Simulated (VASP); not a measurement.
# CoO (R-3m) in VASP: notebook, part 2 of 2

VASP 6.6.1. The steps go on from the part before.

**3. Single point, r2SCAN, collinear spin, ferromagnetic start (9.96 Å³/atom)**

This run uses another cell than the first one, of 9.96 Å³/atom.

POSCAR reads:

```
CoO
1.0
    1.5252806262      0.8806211801      2.4720348897
   -1.5252806262      0.8806211801      2.4720348897
    0.0000000000     -1.7612423603      2.4720348897
Co O
1 1
Direct
    0.0000000000      0.0000000000      0.0000000000
    0.5000000000      0.5000000000      0.5000000000
```

INCAR.step1 reads:

```
SYSTEM = CoO
PREC = Accurate
ENCUT = 660
ISMEAR = -1
SIGMA = 0.05
LREAL = .False.
LASPH = .True.
NELM = 200
ISPIN = 2
MAGMOM = 2 0
LMAXMIX = 4
NBANDS = 18
GGA = PE
ALGO = Normal
EDIFF = 1E-5
LWAVE = .True.
LCHARG = .False.
GGA_COMPAT = .False.
```

INCAR.step2 reads:

```
SYSTEM = CoO
PREC = Accurate
ENCUT = 660
EDIFF = 1E-6
ISMEAR = -1
SIGMA = 0.05
LREAL = .False.
LASPH = .True.
NELM = 200
ALGO = Normal
ISIF = 2
LWAVE = .False.
LCHARG = .False.
ISPIN = 2
MAGMOM = 2 0
LORBIT = 11
LMAXMIX = 4
METAGGA = R2SCAN
LMIXTAU = .True.
NBANDS = 18
ISTART = 1
GGA_COMPAT = .False.
```

KPOINTS reads:

```
Automatic mesh
0
Gamma
  11 11 11
  0 0 0
```

Potentials or basis: VASP PAW PBE potentials, release 64 (Co, O).

Run with:

```sh
$ cat potpaw_PBE.64/Co/POTCAR potpaw_PBE.64/O/POTCAR > POTCAR
$ cp INCAR.step1 INCAR
$ mpirun -np 1 vasp_std > vasp.out
$ cp INCAR.step2 INCAR
$ mpirun -np 1 vasp_std > vasp.out
```

OUTCAR:

```text
SYSTEM = CoO
   PREC = Accurate
   ENCUT = 660
   EDIFF = 1E-6
   ISMEAR = -1
   LREAL = .False.
   LASPH = .True.
   NELM = 200
   ISIF = 2
   ISPIN = 2
   LORBIT = 11
   METAGGA = R2SCAN
   ISTART = 1

 ion  position               nearest neighbor table
   1  0.000  0.000  0.000-   2 2.15   2 2.15   2 2.15   2 2.15   2 2.15   2 2.15
   2  0.500  0.500  0.500-   1 2.15   1 2.15   1 2.15   1 2.15   1 2.15   1 2.15

  LATTYP: Found a trigonal (rhomboedric) cell.
 ALAT       =     3.0352810656
 COS(alpha) =     0.4949531368

  Lattice vectors:

 A1 = (   1.5252806262,   0.8806211801,   2.4720348897)
 A2 = (  -1.5252806262,   0.8806211801,   2.4720348897)
 A3 = (   0.0000000000,  -1.7612423603,   2.4720348897)

Analysis of symmetry for initial positions (statically):
=====================================================================
 Subroutine PRICEL returns:
 Original cell was already a primitive cell.

 Routine SETGRP: Setting up the symmetry group for a
 trigonal (rhombohedral) supercell.

 Subroutine GETGRP returns: Found 12 space group operations
 (whereof 12 operations were pure point group operations)
 out of a pool of 12 trial point group operations.

The static configuration has the point symmetry D_3d.

Analysis of symmetry for dynamics (positions and initial velocities):
=====================================================================
 Subroutine PRICEL returns:
 Original cell was already a primitive cell.

 Routine SETGRP: Setting up the symmetry group for a
 trigonal (rhombohedral) supercell.

 Subroutine GETGRP returns: Found 12 space group operations
 (whereof 12 operations were pure point group operations)
 out of a pool of 12 trial point group operations.

The dynamic configuration has the point symmetry D_3d.

Analysis of structural, dynamic, and magnetic symmetry:
=====================================================================
 Subroutine PRICEL returns:
 Original cell was already a primitive cell.

 Routine SETGRP: Setting up the symmetry group for a
 trigonal (rhombohedral) supercell.

[... 148 lines left out ...]
  free energy    TOTEN  =       -21.07528559 eV

  energy without entropy =      -21.05612023  energy(sigma->0) =      -21.06570291

 E-fermi :   7.4311     XC(G=0): -12.8984

 val. band max:        7.4295765238   @ k =   0.2727   0.2727   0.1818
 cond. band min:       7.4359207262   @ k =  -0.3636   0.2727   0.2727
 fundamental gap:      0.0063442023
 Fermi energy:         7.4311130697

 spin component 1

 k-point     1 :       0.0000    0.0000    0.0000
  band No.  band energies     occupation
      1     -13.6357      1.00000
      2       3.3994      1.00000
      3       3.3994      1.00000
      4       3.5733      1.00000
      5       3.5733      1.00000
      6       4.1667      1.00000
[... 493 lines left out ...]
     17      35.4065      0.00000
     18      37.1586      0.00000

 [... further k-points ...]

 spin component 2

 k-point     1 :       0.0000    0.0000    0.0000
  band No.  band energies     occupation
      1     -13.0832      1.00000
      2       4.8768      1.00000
      3       4.8768      1.00000
      4       4.9080      1.00000
      5       5.8944      1.00000
      6       6.5464      1.00000
[... 493 lines left out ...]
     17      36.4148      0.00000
     18      38.2278      0.00000

 [... further k-points ...]

------------------------ aborting loop because EDIFF is reached ----------------------------------------

  FORCE on cell =-STRESS in cart. coord.  units (eV):
  Direction    XX          YY          ZZ          XY          YZ          ZX
  --------------------------------------------------------------------------------------
  -------------------------------------------------------------------------------------
  Total       -1.3295131     -1.3295131     -1.4888601      0.0000000      0.0000000      0.0000000
  in kB     -106.9198828   -106.9198828   -119.7346241      0.0000000      0.0000000      0.0000000
  external PRESSURE =    -111.1914632 kB  Pullay stress =       0.0000000 kB

 VOLUME and BASIS-vectors are now :
 -----------------------------------------------------------------------------
  energy-cutoff  :      660.00
  volume of cell :       19.92
      direct lattice vectors                 reciprocal lattice vectors
     1.525280626  0.880621180  2.472034890     0.327808530  0.189260343  0.134841678
    -1.525280626  0.880621180  2.472034890    -0.327808530  0.189260343  0.134841678
     0.000000000 -1.761242360  2.472034890     0.000000000 -0.378520686  0.134841678

 POSITION                                       TOTAL-FORCE (eV/Angst)
 -----------------------------------------------------------------------------------
      0.00000      0.00000      0.00000         0.000000      0.000000     -0.000000
      0.00000     -0.00000      3.70805        -0.000000      0.000000      0.000000
 -----------------------------------------------------------------------------------
    total drift:                                0.000000     -0.000000      0.000000

  FREE ENERGIE OF THE ION-ELECTRON SYSTEM (eV)
  ---------------------------------------------------
  free  energy   TOTEN  =       -21.0752855900 eV

  energy  without entropy=      -21.0561202312  energy(sigma->0) =      -21.06570291

 total charge

# of ion       s       p       d       tot
------------------------------------------
    1        0.287   0.345   7.087   7.719
    2        1.552   3.461   0.000   5.014
--------------------------------------------------
tot          1.839   3.806   7.087  12.732

 magnetization (x)

# of ion       s       p       d       tot
------------------------------------------
    1        0.023   0.018   2.651   2.693
    2        0.028   0.256   0.000   0.284
--------------------------------------------------
tot          0.051   0.275   2.651   2.977
```

OUTCAR.step1:

```text
SYSTEM = CoO
   PREC = Accurate
   ENCUT = 660
   ISMEAR = -1
   LREAL = .False.
   LASPH = .True.
[... 1251 lines left out ...]
      0.00000      0.00000      0.00000         0.000000      0.000000     -0.000000
      0.00000     -0.00000      3.70805         0.000000      0.000000      0.000000
 -----------------------------------------------------------------------------------
    total drift:                                0.000000     -0.000000      0.000000

  FREE ENERGIE OF THE ION-ELECTRON SYSTEM (eV)
  ---------------------------------------------------
  free  energy   TOTEN  =       -13.0505774757 eV

  energy  without entropy=      -13.0157518372  energy(sigma->0) =      -13.03316466
```

OSZICAR.step1:

```text
N       E                     dE             d eps       ncg     rms          rms(c)
DAV:   1     0.928189554902E+02    0.92819E+02   -0.76248E+03 10768   0.115E+03
DAV:   2    -0.904286564606E+01   -0.10186E+03   -0.87017E+02 11034   0.250E+02
DAV:   3    -0.154248270405E+02   -0.63820E+01   -0.61102E+01 12044   0.645E+01
DAV:   4    -0.154963927851E+02   -0.71566E-01   -0.71489E-01 12740   0.653E+00
DAV:   5    -0.154979765998E+02   -0.15838E-02   -0.15835E-02 13096   0.982E-01    0.165E+01
DAV:   6    -0.145033628367E+02    0.99461E+00   -0.17862E+01 13522   0.617E+01    0.212E+01
DAV:   7    -0.131997539739E+02    0.13036E+01   -0.85618E+00 13082   0.499E+01    0.815E+00
DAV:   8    -0.130711958446E+02    0.12856E+00   -0.45381E-01 14978   0.104E+01    0.395E+00
DAV:   9    -0.130837764268E+02   -0.12581E-01   -0.31569E-01 15310   0.928E+00    0.286E+00
DAV:  10    -0.130494647727E+02    0.34312E-01   -0.14484E-01 15534   0.726E+00    0.292E-01
DAV:  11    -0.130508207124E+02   -0.13559E-02   -0.10888E-02 12998   0.946E-01    0.314E-01
DAV:  12    -0.130505574719E+02    0.26324E-03   -0.10150E-03 15610   0.572E-01    0.522E-02
DAV:  13    -0.130506143353E+02   -0.56863E-04   -0.14691E-04 14360   0.159E-01    0.946E-02
DAV:  14    -0.130505795308E+02    0.34805E-04   -0.28119E-05  7184   0.778E-02    0.351E-02
DAV:  15    -0.130505774757E+02    0.20550E-05   -0.26790E-05  8786   0.816E-02
   1 F= -.13050577E+02 E0= -.13033165E+02  d E =-.348256E-01  mag=     2.9538
```

Wall time 18 min (1 thread of Oxide Virtual Turin-like, shared host); peak memory 0.24 GiB.

Results:

```
Free energy                                           : -21.0753 eV
Pressure                                              : -11.1 GPa
Band gap on the k mesh                                : zero (filled and empty bands overlap)
Net moment                                            : 3.00 μB per cell
Site moments                                          : Co +2.69; O +0.28 μB
Valence electrons inside the program's atomic spheres : Co 7.72; O 5.01
```

Levels at points of the mesh, in eV from the Fermi level:
Spin up:
| k point | band 5 | band 6 | band 7 | band 8 | band 9 | band 10 | band 11 | band 12 | band 13 | band 14 |
| --- | --- | --- | --- | --- | --- | --- | --- | --- | --- | --- |
| (0.00, 0.00, 0.00) | -3.86 | -3.26 | -3.26 | -3.19 | -3.12 | 1.14 | 17.33 | 18.21 | 18.21 | 18.60 |
Spin down:
```
           k point  band 4  band 5  band 6  band 7  band 8  band 9
(0.00, 0.00, 0.00)   -2.52   -1.54   -0.88   -0.88    1.05    1.05
```

Caveat: the cell stands under tension; the PAW data sets were made with another functional, which shifts forces and pressure a little; a cell with one magnetic atom can't hold antiferromagnetic order, which such compounds often take; semilocal functionals often make such compounds metallic where correlation or magnetic order opens a gap, which also shifts bond lengths. With open d or f shells a metallic result of r2SCAN can be an artefact of self-interaction; +U or a hybrid may open a gap.

The gap in the log of VASP goes by the Fermi energy; the results here count the filled bands.